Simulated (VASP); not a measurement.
# In (I4/mmm) in VASP: single point with PBE

Aim: the single point of In with PBE.

All numbers are computed with VASP 6.6.1; they aren't measurements. Logs are shortened: lines on timing, memory, paths and dates and some standing lists are left out, and cuts for length are marked.

### Step 1. The cell of the first run

Symmetry: I4/mmm, No. 139, tetragonal system. The conventional cell has a = 3.571 Å, b = 3.571 Å, c = 3.910 Å, α = 90.00°, β = 90.00°, γ = 90.00°. In (site symmetry 4/mmm) has 14 In at 3.19 to 3.91 Å within 4.2 Å.

### Step 2. Single point, PBE (strained)

INCAR

```
PREC = Accurate ; ENCUT = 520
EDIFF = 1E-6 ; ISMEAR = 0
SIGMA = 0.1 ; LREAL = F
LASPH = T ; NELM = 60
ALGO = Normal ; ISIF = 2
LWAVE = F ; LCHARG = F
GGA = PE ; NBANDS = 12
```

KPOINTS

```
Automatic mesh
0
Gamma
  14 14 14
```

POSCAR

```
In
1.0
   -1.7854057629      1.7854057629      1.9548330345
    1.7854057629     -1.7854057629      1.9548330345
    1.7854057629      1.7854057629     -1.9548330345
In
1
Direct
    0.0000000000      0.0000000000      0.0000000000
```

Potentials or basis: VASP PAW PBE potentials, release 64 (In_d).

On the command line:

```console
cat potpaw_PBE.64/In_d/POTCAR > POTCAR
mpirun -np 1 vasp_std > vasp.out
```

OUTCAR:

```text
PREC = Accurate
   ENCUT = 520
   EDIFF = 1E-6
   ISMEAR = 0
   LREAL = F
   LASPH = T
   NELM = 60
   ISIF = 2
   GGA = PE

 ion  position               nearest neighbor table
   1  0.000  0.000  0.000-

  LATTYP: Found a body centered tetragonal cell.
 ALAT       =     3.5708115258
 C/A-ratio  =     1.0948956675

  Lattice vectors:

 A1 = (  -1.7854057629,   1.7854057629,   1.9548330345)
 A2 = (   1.7854057629,  -1.7854057629,   1.9548330345)
 A3 = (   1.7854057629,   1.7854057629,  -1.9548330345)

Analysis of symmetry for initial positions (statically):
=====================================================================
 Subroutine PRICEL returns:
 Original cell was already a primitive cell.

 Routine SETGRP: Setting up the symmetry group for a
 body centered tetragonal supercell.

 Subroutine GETGRP returns: Found 16 space group operations
 (whereof 16 operations were pure point group operations)
 out of a pool of 16 trial point group operations.

The static configuration has the point symmetry D_4h.

Analysis of symmetry for dynamics (positions and initial velocities):
=====================================================================
 Subroutine PRICEL returns:
 Original cell was already a primitive cell.

 Routine SETGRP: Setting up the symmetry group for a
 body centered tetragonal supercell.

 Subroutine GETGRP returns: Found 16 space group operations
 (whereof 16 operations were pure point group operations)
 out of a pool of 16 trial point group operations.

The dynamic configuration has the point symmetry D_4h.

 Subroutine INISYM returns: Found 16 space group operations
 (whereof 16 operations are pure point group operations),
 and found     1 'primitive' translations

----------------------------------------------------------------------------------------

                                     Primitive cell

  volume of cell :      24.9255

  direct lattice vectors                    reciprocal lattice vectors
    -1.785405763  1.785405763  1.954833035     0.000000000  0.280048385  0.255776320
     1.785405763 -1.785405763  1.954833035     0.280048385  0.000000000  0.255776320
     1.785405763  1.785405763 -1.954833035     0.280048385  0.280048385  0.000000000

  length of vectors
     3.193230288  3.193230288  3.193230288     0.379273811  0.379273811  0.396048224

  position of ions in fractional coordinates (direct lattice)
[... 83 lines left out ...]
   ISIF   =      2    stress and relaxation
   ISYM   =      2    0-nonsym 1-usesym 2-fastsym
   POTIM  = 0.5000    time-step for ionic-motion
   TEBEG  =    0.0;   TEEND  =   0.0 temperature during run
   PSTRESS=    0.0 pullay stress
   NELECT =      13.0000    total number of electrons
   NUPDOWN=      -1.0000    fix difference up-down
   EMIN   =  10.00;   EMAX   =-10.00  energy-range for DOS
   EFERMI =   0.00;   METHOD = LEGACY
   ISMEAR =     0;   SIGMA  =   0.10  broadening in eV -4-tet -1-fermi 0-gaus
   EFERMI_NEDOS =   21; number of points for ismear=-14 and -15
   IALGO  =     38    algorithm
   IMIX   =      4    mixing-type and parameters
     AMIX     =   0.40;   BMIX     =  1.00
     AMIX_MAG =   1.60;   BMIX_MAG =  1.00
  volume/ion in A,a.u.               =      24.93       168.21
  Fermi-wavevector in a.u.,A,eV,Ry     =   1.317776  2.490235 23.626957  1.736532
  Thomas-Fermi vector in A             =   2.447793
   LORBIT       =      0    0 simple, 1 ext, 2 COOP (PROOUT), +10 PAW based schemes
   GGA     = PE    functional components
   LHFCALC =     F    Hartree Fock is set to
   AEXX    =    0.0000 exact exchange contribution
   IVDW    =     0    specifies the selected vdW correction
   LEPSILON=     F    determine dielectric tensor
   LRPA    =     F    only Hartree local field effects (RPA)
 non-spin polarized calculation
 Gauss-broadening in eV      SIGMA  =   0.10
  energy-cutoff  :      520.00
  volume of cell :       24.93
 maximum number of plane-waves:       692
   NGX = 11   NGY = 11   NGZ = 11

 number of electron      12.9999996 magnetization

 Free energy of the ion-electron system (eV)
  ---------------------------------------------------
  ext. energy  EPLUGINS =         0.00000000
  ---------------------------------------------------
  free energy    TOTEN  =        -2.51288811 eV

  energy without entropy =       -2.50980735  energy(sigma->0) =       -2.51134773

 E-fermi :   8.1298     XC(G=0): -10.4877

 val. band max:        8.1293728036   @ k =  -0.4286  -0.4286   0.2857
 cond. band min:       8.1312325632   @ k =  -0.0714   0.3571   0.0714
 fundamental gap:      0.0018597596
 Fermi energy:         8.1297903429

 k-point     1 :       0.0000    0.0000    0.0000
  band No.  band energies     occupation
      1      -6.6766      2.00000
      2      -6.6766      2.00000
      3      -6.6007      2.00000
      4      -6.3957      2.00000
      5      -6.3214      2.00000
      6      -1.7961      2.00000
      7      19.2919      0.00000
      8      19.6857      0.00000
      9      19.6857      0.00000
     10      20.5257      0.00000
     11      22.1270      0.00000
     12      22.1270      0.00000
[... 331 lines left out ...]
 k-point    24 :       0.2857    0.1429    0.0000
  band No.  band energies     occupation
      1      -6.7073      2.00000
      2      -6.6412      2.00000
      3      -6.4134      2.00000
      4      -6.3769      2.00000
      5      -6.2793      2.00000
      6       1.5568      2.00000
      7       8.7524      0.00000
      8      12.3627      0.00000
      9      15.9276      0.00000
     10      20.2396      0.00000
     11      22.8511      0.00000
     12      23.5177      0.00000

 [... further k-points ...]

------------------------ aborting loop because EDIFF is reached ----------------------------------------

  FORCE on cell =-STRESS in cart. coord.  units (eV):
  Direction    XX          YY          ZZ          XY          YZ          ZX
  --------------------------------------------------------------------------------------
  -------------------------------------------------------------------------------------
  Total        0.6907003      0.6907003      0.7999504      0.0000000      0.0000000      0.0000000
  in kB       44.3973138     44.3973138     51.4197653      0.0000000      0.0000000      0.0000000
  external PRESSURE =      46.7381310 kB  Pullay stress =       0.0000000 kB

 VOLUME and BASIS-vectors are now :
 -----------------------------------------------------------------------------
  energy-cutoff  :      520.00
  volume of cell :       24.93
      direct lattice vectors                 reciprocal lattice vectors
    -1.785405763  1.785405763  1.954833035     0.000000000  0.280048385  0.255776320
     1.785405763 -1.785405763  1.954833035     0.280048385  0.000000000  0.255776320
     1.785405763  1.785405763 -1.954833035     0.280048385  0.280048385  0.000000000

 POSITION                                       TOTAL-FORCE (eV/Angst)
 -----------------------------------------------------------------------------------
      0.00000      0.00000      0.00000         0.000000     -0.000000     -0.000000
 -----------------------------------------------------------------------------------
    total drift:                               -0.000000      0.000000      0.000000

  FREE ENERGIE OF THE ION-ELECTRON SYSTEM (eV)
  ---------------------------------------------------
  free  energy   TOTEN  =        -2.5128881110 eV

  energy  without entropy=       -2.5098073543  energy(sigma->0) =       -2.51134773
```

Run time: 23 s. Hardware: 1 thread of Intel Xeon Platinum 8488C (Sapphire Rapids), shared host; peak memory 0.19 GiB.

Results:

| Quantity | Value |
| --- | --- |
| Free energy | -2.5129 eV |
| Pressure | 4.7 GPa |

Caveat: the cell differs from its parent crystal (strained); spin-orbit coupling is left out, which moves the levels of the heavy elements.
